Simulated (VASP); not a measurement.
Runs of VASP 6.6.1 on SnO. The structure is that of space group P4/nmm (No. 129), or close to it. The cells are those of the table. 

```csv
cell,gap on the mesh (eV),pressure (GPa),largest force (eV/Å)
"a = 3.880, b = 3.880, c = 4.751 Å, 4 atoms",0.13,-3.5,0.33
"a = 3.956, b = 3.956, c = 4.751 Å, 4 atoms",(b),(a),0.69
"a = 3.652, b = 3.652, c = 4.751 Å, 4 atoms",none,10.7,1.24
"a = 3.728, b = 3.728, c = 4.751 Å, 4 atoms",none,5.0,0.62
"a = 3.804, b = 3.804, c = 4.751 Å, 4 atoms",none,0.3,0.10
```

Alike in all rows: task single point; level PBEsol; potentials or basis VASP PAW PBE potentials, release 64 (Sn_d, O); no spin polarisation; k mesh 10 × 10 × 8; cutoff (eV) 520; smearing gaussian 0.15 eV.

Question: Fill in the values left out.

Answer: (a) -6.6; (b) 0.34.

Caveats: semilocal functionals underestimate gaps, and a narrow one can read as zero; the PAW data sets were made with another functional, which shifts forces and pressure a little; spin-orbit coupling is left out, which moves the levels of the heavy elements; the cell stands under tension (at least some runs); the stress differs along the axes, from 7 to 13 GPa (at least some runs); the cell stands under pressure (at least some runs).

A k mesh can miss the band edges, and the runs leave out spin-orbit coupling on Sn.

A gap of «none» marks levels without a gap at the run's occupations.
